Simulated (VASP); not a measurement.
## H: single point with PBE

H:

```
H
1.0
     3.70979    0.00000    0.00000
     0.00000    3.70979    0.00000
     0.00000    0.00000    4.57118
H
4
Direct
  0.00000 0.00000 0.91789
  0.00000 0.00000 0.08211
  0.50000 0.50000 0.41789
  0.50000 0.50000 0.58211
```

```yaml
Program: VASP 6.6.1
Task: single point
Functional: PBE
Potentials_or_basis: VASP PAW PBE potentials, release 64 (H)
Cutoff: 520 eV
k_mesh: 6 × 6 × 6
Occupations: gaussian, width 0.02 eV
Spin: no spin polarisation
```

The pressure is -0.2 GPa. The largest force is 0.009 eV/Å and the band gap on the k mesh is 9.28 eV.

Forces in eV/Å, atoms in the order of the input:
```
H    0.000  0.000  0.009
H    0.000  0.000 -0.009
H    0.000  0.000  0.009
H    0.000  0.000 -0.009
```

Levels at points of the mesh, in eV from the valence-band top:
| k point | band 1 | band 2 | band 3 | band 4 | band 5 | band 6 | band 7 |
| --- | --- | --- | --- | --- | --- | --- | --- |
| (0.00, 0.00, 0.00) | -1.41 | 0.00 | 10.13 | 12.13 | 14.81 | 15.25 | 15.25 |
| (0.50, 0.00, 0.00) | -0.55 | -0.55 | 11.11 | 11.11 | 12.37 | 12.37 | 17.76 |
| (0.50, 0.50, 0.00) | -0.34 | -0.34 | 10.77 | 10.77 | 13.30 | 13.30 | 15.09 |
| (0.00, 0.00, 0.50) | -0.72 | -0.72 | 10.05 | 10.05 | 16.97 | 16.97 | 16.97 |
| (0.50, 0.00, 0.50) | -0.47 | -0.47 | 9.28 | 9.28 | 15.48 | 15.48 | 17.12 |
| (0.50, 0.50, 0.50) | -0.29 | -0.29 | 11.25 | 11.25 | 12.54 | 12.54 | 12.54 |

It took 16 s on 1 thread of AMD EPYC 9R45 96-Core Processor (Zen 5), on a shared host, peak memory 0.13 GiB.

A k mesh can miss the band edges. A hybrid or GW would open this gap; PBE tends to underestimate it.
